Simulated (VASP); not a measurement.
Crystal: Cd.

```
Cd
1.0
     2.94064    0.00000    0.00000
     0.00000    2.94064    0.00000
     0.00000    0.00000    2.94064
Cd
1
Direct
  0.00000 0.00000 0.00000
```

This isn't the form of Cd at room conditions, which is hcp.

Base run:

```yaml
Program: VASP 6.6.1
Functional: r2SCAN
Potentials_or_basis: VASP PAW PBE potentials, release 64 (Cd)
Cutoff: 520 eV
k_mesh: 6 × 6 × 6
Occupations: fermi-dirac, width 0.1 eV
Spin: no spin polarisation
```

Its results: band gap on the k mesh zero (bands 6 and 7 overlap by 7.08 eV); pressure 1.2 GPa.

**Question.** The run is repeated on the same cell with these changes: functional from r2SCAN to r2SCAN0. What comes out?

**Answer.** Band gap on the k mesh zero (bands 6 and 7 overlap by 8.63 eV); pressure 1.6 GPa.

Caveats: the PAW data sets were made with another functional, which shifts forces and pressure a little.
